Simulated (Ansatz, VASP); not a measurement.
BaOs: VASP beside Ansatz

Contents of INCAR:

```
SYSTEM = BaOs
ALGO     = Normal         ! electronic algorithm
EDIFF    = 1E-6           ! SCF threshold, eV
ENCUT    = 520            ! plane-wave cutoff, eV
GGA      = PE             ! functional
ISIF     = 2              ! what is computed and relaxed
ISMEAR   = 0              ! smearing method
LASPH    = .TRUE.         ! aspherical terms in the spheres
LCHARG   = .FALSE.        ! write CHGCAR
LREAL    = .FALSE.        ! projectors in reciprocal space
LWAVE    = .FALSE.        ! write WAVECAR
NBANDS   = 16             ! bands
NELM     = 60             ! most SCF steps
PREC     = Accurate       ! precision mode
SIGMA    = 0.1            ! smearing width, eV
```

File KPOINTS:

```
k-points
0
G
  6 6 4
  0 0 0
```

POSCAR

```
BaOs
1.0
    3.5328614900      0.0000000000      0.0000000000
   -1.7664307400      3.0595478000      0.0000000000
    0.0000000000      0.0000000000      5.0769586000
Ba Os
1 1
Direct
    0.3333333300      0.6666666700      0.5000000000
    0.0000000000      0.0000000000      0.0000000000
```

Input for Ansatz:

```yaml
crystal:
  lattice:
    - [3.53286149, 0.0, 0.0]
    - [-1.76643074, 3.0595478, 0.0]
    - [0.0, 0.0, 5.0769586]
  atoms:
    - { symbol: Ba, position: [0.33333333, 0.66666667, 0.5] }
    - { symbol: Os, position: [0.0, 0.0, 0.0] }
basis:
  ecutwfc: 420
kpoints:
  mp_grid: { grid: [6, 6, 4] }
hamiltonian:
  xc: pbe
scf:
  occupations: { method: gaussian, width: 0.1 }
  lower_state_search: "off"
output:
  forces: true
  stress: true
  eigenvalues: true
```

Alike in both runs: task single point; functional PBE; k mesh 6 × 6 × 4; occupations gaussian, width 0.1 eV; no spin polarisation.

|  | VASP | Ansatz |
| --- | --- | --- |
| version | VASP 6.6.1 | Ansatz 0.2.0 |
| potentials or method | VASP PAW PBE potentials, release 64 (Ba_sv, Os), cutoff 520 eV | scalar-relativistic, plane waves, PAW |
| valence electrons in the cell | 18 | 26 |

Ansatz gave:

- gap on the k mesh at the Fermi level (eV): none
- pressure (GPa): -5.7
- traceless stress, the component that is largest in VASP (GPa): 0.47

Problem. Estimate VASP's values.

Solution. gap on the k mesh at the Fermi level (eV): none; pressure (GPa): -3.9; traceless stress, the component that is largest in VASP (GPa): 1.03.

A gap of «none» marks a metal or a gap that the smearing closes. VASP's potentials hold 18 valence electrons a cell and Ansatz's 26, so a difference there can come from the potentials and not from the codes.

Neither program's run includes spin-orbit coupling.
